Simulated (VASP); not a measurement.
A run of VASP 6.6.1:

INCAR

```
PREC     = Accurate       # precision mode
ENCUT    = 520            # plane-wave cutoff, eV
EDIFF    = 1E-8           # SCF threshold, eV
ISMEAR   = -1             # smearing method
SIGMA    = 0.05           # smearing width, eV
LREAL    = False          # projectors in reciprocal space
LASPH    = True           # aspherical terms in the spheres
NELM     = 80             # most SCF steps
ALGO     = Normal         # electronic algorithm
ISIF     = 2              # what is computed and relaxed
LWAVE    = False          # write WAVECAR
LCHARG   = False          # write CHGCAR
GGA      = PE             # functional
LEFG     = True         
NBANDS   = 12             # bands
```

File KPOINTS:

```
Automatic mesh
0
Gamma
  12 12 7
```

POSCAR

```
Sb
1.0
    3.3016201759      0.0000000000      0.0000000000
   -1.6508100880      2.8592869460      0.0000000000
    0.0000000000      0.0000000000      5.3300000000
Sb
2
Direct
    0.3333333333      0.6666666667      0.2500000000
    0.6666666667      0.3333333333      0.7500000000
```

Potentials or basis: VASP PAW PBE potentials, release 64 (Sb).

The run is started by

```bash
$ cat potpaw_PBE.64/Sb/POTCAR > POTCAR
$ mpirun -np 1 vasp_std > vasp.out
```

Hardware: 1 thread of AMD EPYC 9R45 96-Core Processor (Zen 5), on a shared host.

Q: How long does it take, and how much memory?

A: It took 25 s on 1 thread of AMD EPYC 9R45 96-Core Processor (Zen 5) (shared host), peak memory 0.17 GiB. Counts: scf iterations 13, k points 76.
